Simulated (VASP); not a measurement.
Input of a VASP 6.6.1 run:

File INCAR:

```
PREC = Accurate
ENCUT = 520
EDIFF = 1E-7
ISMEAR = 0
SIGMA = 0.022
LREAL = F
LASPH = T
NELM = 100
ALGO = Normal
ISIF = 2
LWAVE = F
LCHARG = F
GGA = PE
NBANDS = 15
```

File KPOINTS:

```
regular mesh
0
Gamma
  10 10 10
```

POSCAR

```
TiC
1.0
    3.0420900000      0.0000000000      0.0000000000
   -1.5210400000      2.6345200000      0.0000000000
    0.0000000000      0.0000000000      2.6979700000
Ti C
1 1
Direct
    0.0000000000      0.0000000000      0.5000000000
    0.3333300000      0.6666700000      0.0000000000
```

Potentials or basis: VASP PAW PBE potentials, release 64 (Ti_sv, C).

Command:

```sh
$ cat potpaw_PBE.64/Ti_sv/POTCAR potpaw_PBE.64/C/POTCAR > POTCAR
$ mpirun -np 1 vasp_std > vasp.out
```

Task: Predict the band gap on the k mesh.

Result: Zero (band 8 reaches 8.68 eV, above the bottom of band 9 at 8.61 eV).

Task: Predict the pressure.

Result: 0.3 GPa.

Stress tensor (GPa, compression positive):
```
0.33 0.00 0.00
0.00 0.32 0.00
0.00 0.00 0.17
```
